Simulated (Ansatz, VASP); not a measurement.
This is a calculation of KBr for VASP 6.6.1.

The input INCAR:

```
PREC     = Accurate       # precision mode
ENCUT    = 520            # plane-wave cutoff, eV
EDIFF    = 1E-6           # SCF threshold, eV
ISMEAR   = -1             # smearing method
SIGMA    = 0.03           # smearing width, eV
LREAL    = F              # projectors in reciprocal space
LASPH    = T              # aspherical terms in the spheres
NELM     = 100            # most SCF steps
ALGO     = Normal         # electronic algorithm
ISIF     = 2              # what is computed and relaxed
LWAVE    = F              # write WAVECAR
LCHARG   = F              # write CHGCAR
GGA      = PE             # functional
NBANDS   = 15             # bands
```

File KPOINTS:

```
regular mesh
0
Gamma
  3 3 3
```

POSCAR

```
KBr
1.0
    0.0000000000      3.3000000000      3.3000000000
    3.3000000000      0.0000000000      3.3000000000
    3.3000000000      3.3000000000      0.0000000000
Br K
1 1
Direct
    0.5000000000      0.5000000000      0.5000000000
    0.0000000000      0.0000000000      0.0000000000
```

Potentials or basis: VASP PAW PBE potentials, release 64 (Br, K_sv).

Command:

```bash
$ cat potpaw_PBE.64/Br/POTCAR potpaw_PBE.64/K_sv/POTCAR > POTCAR
$ mpirun -np 1 vasp_std > vasp.out
```

Q: Translate it to Ansatz 0.2.0. Potentials there: all-electron LAPW, scalar-relativistic.

A: As run (the cutoff follows the program's own potentials):

File input.yaml:

```yaml
crystal:
  lattice:
    - [0.0, 3.3, 3.3]
    - [3.3, 0.0, 3.3]
    - [3.3, 3.3, 0.0]
  atoms:
    - { symbol: Br, position: [0.5, 0.5, 0.5] }
    - { symbol: K, position: [0.0, 0.0, 0.0] }
kpoints:
  mp_grid: { grid: [3, 3, 3] }
scf:
  occupations: { method: fermi_dirac, width: 0.03 }
hamiltonian:
  xc: pbe
  pseudopotentials: { kind: all_electron, lapw: { basis_error: 0.004 } }
output:
  forces: true
  stress: true
  eigenvalues: true
```

Potentials or basis: all-electron LAPW, scalar-relativistic.

Launch:

```sh
$ ansatz run input.yaml --threads 1 --pin off --max-ram 3072MiB --backend cpu --events-out ev --progress --plain --runs-dir out
```

Both were run:

|  | VASP | Ansatz | Ansatz less VASP |
| --- | --- | --- | --- |
| gap on the k mesh at the Fermi level (eV) | 4.43 | 4.43 | +0.001 |
| least direct gap on the mesh (eV) | 4.43 | 4.43 | +0.001 |
| pressure (GPa) | 0.8 | 0.8 | -0.04 |

Ansatz ran all-electron here, and VASP with PAW potentials.

The k mesh is coarse, so the values compare programs but aren't converged.
